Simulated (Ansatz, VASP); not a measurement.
**Two plane-wave programs on SiO2**

```
Si O
1.0
    -4.93290    4.93290    6.46450
     4.93290   -4.93290    6.46450
     4.93290    4.93290   -6.46450
Si O
16 32
Direct
  0.65885 0.15885 0.31771
  0.15885 0.65885 0.31771
  0.15885 0.15885 0.81771
  0.65885 0.65885 0.81771
  0.78385 0.46615 0.00000
  0.28385 0.96615 0.00000
  0.28385 0.46615 0.50000
  0.78385 0.96615 0.50000
  0.09115 0.09115 0.18230
  0.59115 0.59115 0.18230
  0.59115 0.09115 0.68229
  0.09115 0.59115 0.68229
  0.71615 0.03385 0.00000
  0.21615 0.53385 0.00000
  0.21615 0.03385 0.50000
  0.71615 0.53385 0.50000
  0.08325 0.03513 0.31645
  0.58325 0.53514 0.31645
  0.58325 0.03513 0.81646
  0.08325 0.53514 0.81646
  0.66014 0.34368 0.45188
  0.16013 0.84368 0.45188
  0.16013 0.34368 0.95188
  0.66014 0.84368 0.95188
  0.46868 0.01680 0.18355
  0.96868 0.51680 0.18355
  0.96868 0.01680 0.68354
  0.46868 0.51680 0.68354
  0.64180 0.45825 0.04811
  0.14180 0.95825 0.04811
  0.14180 0.45825 0.54812
  0.64180 0.95825 0.54812
  0.79175 0.10820 0.45188
  0.29175 0.60820 0.45188
  0.29175 0.10820 0.95188
  0.79175 0.60820 0.95188
  0.71486 0.16675 0.18355
  0.21487 0.66675 0.18355
  0.21487 0.16675 0.68354
  0.71486 0.66675 0.68354
  0.90632 0.08987 0.04811
  0.40632 0.58986 0.04811
  0.40632 0.08987 0.54812
  0.90632 0.58986 0.54812
  0.23320 0.28132 0.31645
  0.73320 0.78132 0.31645
  0.73320 0.28132 0.81646
  0.23320 0.78132 0.81646
```

Alike in both runs: task single point; functional PBE; k mesh 2 × 2 × 2; occupations gaussian, width 0.05 eV; no spin polarisation.

|  | VASP | Ansatz |
| --- | --- | --- |
| version | VASP 6.6.1 | Ansatz 0.2.0 |
| potentials or method | VASP PAW PBE potentials, release 64 (Si, O), cutoff 520 eV | scalar-relativistic, plane waves, PAW |
| valence electrons in the cell | 256 | 256 |

|  | VASP | Ansatz | Ansatz less VASP |
| --- | --- | --- | --- |
| gap on the k mesh at the Fermi level (eV) | 5.71 | 5.70 | -0.002 |
| rms of the force components (eV/Å) | 0.095 | 0.096 | +0.0005 |

Atom by atom the forces differ by 0.010 eV/Å (rms over components). Ansatz's warnings: structure snapped to symmetry.

The k mesh is coarse, so the values compare programs but aren't converged.
